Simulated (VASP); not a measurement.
Sc, 1 atom in the cell. Symmetry: Fm-3m, No. 225, cubic system. The conventional cell has a = 4.259 Å, b = 4.259 Å, c = 4.259 Å, α = 90.00°, β = 90.00°, γ = 90.00°. Within 4.0 Å of Sc (site symmetry m-3m) lie 12 Sc at 3.01 Å. This isn't the form of Sc at room conditions, which is hcp.

| Property | Result |
| --- | --- |
| Program | VASP 6.6.1 |
| Task | single point |
| Functional | PBEsol |
| Potentials or basis | VASP PAW PBE potentials, release 64 (Sc_sv) |
| Cutoff | 500 eV |
| k mesh | 9 × 9 × 9 |
| Occupations | gaussian, width 0.05 eV |
| Spin | no spin polarisation |
| Dipole correction | no |
| Further INCAR settings | ALGO = Normal; EDIFF = 1e-06; NBANDS = 12 |

Potentials or basis: VASP PAW PBE potentials, release 64 (Sc_sv).

Command:

```console
$ cat potpaw_PBE.64/Sc_sv/POTCAR > POTCAR
$ mpirun -np 1 vasp_std > vasp.out
```

Hardware: 1 thread of Intel(R) Xeon(R) Platinum 8488C (Sapphire Rapids), on a shared host.

Q: Estimate the wall time of this run.

A: Run time: 3.9 s on 1 thread of Intel(R) Xeon(R) Platinum 8488C (Sapphire Rapids), with other jobs on the host, peak memory 0.13 GiB. Counts: scf iterations 11, k points 35.
